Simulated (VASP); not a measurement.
Al: single point with PBEsol

Al:

```
Al
1.0
     0.00000    2.02398    2.08470
     2.02398    0.00000    2.08470
     2.02398    2.02398    0.00000
Al
1
Direct
  0.00000 0.00000 0.00000
```

This cell differs from its parent crystal: strain +0.0300 x Voigt [0, 0, 1, 0, 0, 0].

- Program: VASP 6.6.1
- Task: single point
- Functional: PBEsol
- Potentials or basis: VASP PAW PBE potentials, release 64 (Al)
- Cutoff: 520 eV
- k mesh: 20 × 20 × 20
- Occupations: gaussian, width 0.15 eV
- Spin: no spin polarisation
- Dipole correction: no
- Further INCAR settings: ALGO = Normal; EDIFF = 1e-06; NBANDS = 8

- Pressure: -3.9 GPa

Stress tensor (GPa, compression positive):
```
-3.41  0.00  0.00
 0.00 -3.41  0.00
 0.00  0.00 -4.82
```

Levels at points of the mesh, in eV from the Fermi level:
| k point | band 1 | band 2 | band 3 | band 4 | band 5 | band 6 |
| --- | --- | --- | --- | --- | --- | --- |
| (0.00, 0.00, 0.00) | -10.93 | 12.17 | 12.49 | 12.49 | 13.59 | 13.59 |
| (0.50, 0.00, 0.00) | -4.49 | -4.36 | 10.60 | 10.89 | 11.36 | 11.57 |
| (0.50, 0.50, 0.00) | -3.14 | -2.03 | 5.43 | 5.75 | 5.75 | 9.07 |
| (0.50, 0.00, 0.50) | -2.73 | -1.44 | 5.11 | 5.12 | 5.33 | 8.52 |

Run time: 30 s on 1 thread of Intel Xeon 6975P-C, on a shared host, peak memory 0.19 GiB.

Caveat: the cell differs from its parent crystal (strain +0.0300 x Voigt [0, 0, 1, 0, 0, 0]); the PAW data sets were made with another functional, which shifts forces and pressure a little.
